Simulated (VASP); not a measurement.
A run of VASP 6.6.1:

POSCAR

```
In
1.0
    3.3354850000      0.0000000000      0.0000000000
   -1.6677420000      2.8886150000      0.0000000000
    0.0000000000      0.0000000000      5.5091430000
In
2
Direct
    0.3333333333      0.6666666667      0.2500000000
    0.6666666667      0.3333333333      0.7500000000
```

INCAR.step1

```
PREC = Accurate
ENCUT = 520
ISMEAR = -1
SIGMA = 0.02
LREAL = False
LASPH = True
NELM = 80
NBANDS = 20
GGA = PE
ALGO = Normal
EDIFF = 1E-4
LWAVE = True
LCHARG = False
```

File INCAR.step2:

```
PREC = Accurate
ENCUT = 520
EDIFF = 1E-7
ISMEAR = -1
SIGMA = 0.02
LREAL = False
LASPH = True
NELM = 80
ALGO = Normal
ISIF = 2
LWAVE = False
LCHARG = True
METAGGA = R2SCAN
LMIXTAU = True
LELF = True
LVHAR = True
NBANDS = 20
ISTART = 1
```

The input KPOINTS:

```
regular mesh
0
Gamma
  6 6 4
```

Potentials or basis: VASP PAW PBE potentials, release 64 (In_d).

Run with:

```bash
$ cat potpaw_PBE.64/In_d/POTCAR > POTCAR
$ cp INCAR.step1 INCAR
$ mpirun -np 1 vasp_std > vasp.out
$ cp INCAR.step2 INCAR
$ mpirun -np 1 vasp_std > vasp.out
```

Hardware: 1 thread of Intel Xeon 6975P-C, with other jobs on the host.

**Question.** How long does it take, and how much memory?

**Answer.** It took 4.1 min on 1 thread of Intel Xeon 6975P-C, on a shared host, peak memory 0.19 GiB. Counts: k points 21.
